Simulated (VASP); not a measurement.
Set up this calculation in VASP 6.6.1, as the native input.

- Task: single point
- Functional: PBE
- Potentials or basis: VASP PAW PBE potentials, release 64 (Hf_pv, N)
- Cutoff: 520 eV
- k mesh: 10 × 10 × 10
- Occupations: fermi-dirac, width 0.03 eV
- Spin: no spin polarisation
- Dipole correction: no
- Further INCAR settings: ALGO = Normal; EDIFF = 1e-06; NBANDS = 14

The structure of HfN lies in POSCAR:

```
HfN
1.0
    0.0451800000      2.2815900000      2.2815900000
    2.2815900000      0.0451800000      2.2815900000
    2.2815900000      2.2815900000      0.0451800000
Hf N
1 1
Direct
    0.0000000000      0.0000000000      0.0000000000
    0.5000000000      0.5000000000      0.5000000000
```

This cell differs from its parent crystal: equal xy, yz and zx shear strains of +2 %.

The input as run:

INCAR

```
SYSTEM = HfN
PREC     = Accurate       ! precision mode
ENCUT    = 520            ! plane-wave cutoff, eV
EDIFF    = 1E-6           ! SCF threshold, eV
ISMEAR   = -1             ! smearing method
SIGMA    = 0.03           ! smearing width, eV
LREAL    = .False.        ! projectors in reciprocal space
LASPH    = .True.         ! aspherical terms in the spheres
NELM     = 80             ! most SCF steps
ALGO     = Normal         ! electronic algorithm
ISIF     = 2              ! what is computed and relaxed
LWAVE    = .False.        ! write WAVECAR
LCHARG   = .False.        ! write CHGCAR
GGA      = PE             ! functional
NBANDS   = 14             ! bands
```

KPOINTS

```
Automatic mesh
0
Gamma
  10 10 10
  0 0 0
```

Potentials or basis: VASP PAW PBE potentials, release 64 (Hf_pv, N).

Run with:

```bash
$ cat potpaw_PBE.64/Hf_pv/POTCAR potpaw_PBE.64/N/POTCAR > POTCAR
$ mpirun -np 1 vasp_std > vasp.out
```

Results of the run:

The pressure is 3.2 GPa.

Caveat: the cell differs from its parent crystal (equal xy, yz and zx shear strains of +2 %).

Run time: 12 s on 1 thread of Intel(R) Xeon(R) 6975P-C (Granite Rapids), with other jobs on the host, peak memory 0.17 GiB.
